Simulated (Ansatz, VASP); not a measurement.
**Y: VASP beside Ansatz**

```
Y
1.0
     0.00000    2.43530    2.48500
     2.43530    0.00000    2.48500
     2.43530    2.43530    0.00000
Y
1
Direct
  0.00000 0.00000 0.00000
```

Change from the starting cell: equal xx and yy strain of -2 %.

Alike in both runs: task single point; functional LDA; k mesh 13 × 13 × 13; occupations fermi-dirac, width 0.05 eV; no spin polarisation.

|  | VASP | Ansatz |
| --- | --- | --- |
| version | VASP 6.6.1 | Ansatz 0.2.0 |
| potentials or method | VASP PAW LDA potentials, release 64 (Y_sv), cutoff 520 eV | all-electron LAPW, scalar-relativistic |

|  | VASP | Ansatz | Ansatz less VASP |
| --- | --- | --- | --- |
| pressure (GPa) | -0.2 | 0.0 | +0.20 |
| traceless stress, the component that is largest in VASP (GPa) | -0.47 | -0.46 | +0.004 |

LDA's correlation is that of Perdew and Zunger in VASP and of Perdew and Wang (1992) in Ansatz. Ansatz ran all-electron here, and VASP with PAW potentials.
